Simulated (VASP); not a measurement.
Input of a VASP 6.6.1 run:

The input INCAR:

```
  PREC = Accurate
  ENCUT = 520
  EDIFF = 1E-6
  ISMEAR = 0
  SIGMA = 0.1
  LREAL = F
  LASPH = T
  NELM = 60
  ALGO = Normal
  ISIF = 2
  LWAVE = F
  LCHARG = F
  GGA = PE
  NBANDS = 41
```

Contents of KPOINTS:

```
Automatic mesh
0
Gamma
  4 4 1
```

File POSCAR:

```
Al5GaAs6
1.0
    4.0541471163      0.0000000000      0.0000000000
    0.0000000000      4.0541471163      0.0000000000
    0.0000000000      0.0000000000     17.1817147571
Al Ga As
5 1 6
Direct
    0.0000000000      1.0000000000      0.6668944230
    0.5000000000      0.5000000000      0.8334580816
    0.0000000000      1.0000000000      0.0000000000
    0.5000000000      0.5000000000      0.1665419184
    0.0000000000      1.0000000000      0.3331055770
    0.5000000000      0.5000000000      0.5000000000
    0.5000000000      0.0000000000      0.9167331289
    0.0000000000      0.5000000000      0.0832668711
    0.5000000000      0.0000000000      0.2498292468
    0.0000000000      0.5000000000      0.4160494569
    0.5000000000      0.0000000000      0.5839505431
    1.0000000000      0.5000000000      0.7501707532
```

Potentials or basis: VASP PAW PBE potentials, release 64 (Al, Ga_d, As).

The run is started by

```console
$ cat potpaw_PBE.64/Al/POTCAR potpaw_PBE.64/Ga_d/POTCAR potpaw_PBE.64/As/POTCAR > POTCAR
$ mpirun -np 1 vasp_std > vasp.out
```

(1) What does it give for the largest force?

(2) Estimate the band gap on the k mesh.

(3) What does it give for the pressure?

## Answers

(1) 0.021 eV/Å.

(2) 1.39 eV.

(3) 0.2 GPa.

Caveat: an odd mesh through Γ misses points on the zone boundary, where band edges can lie.
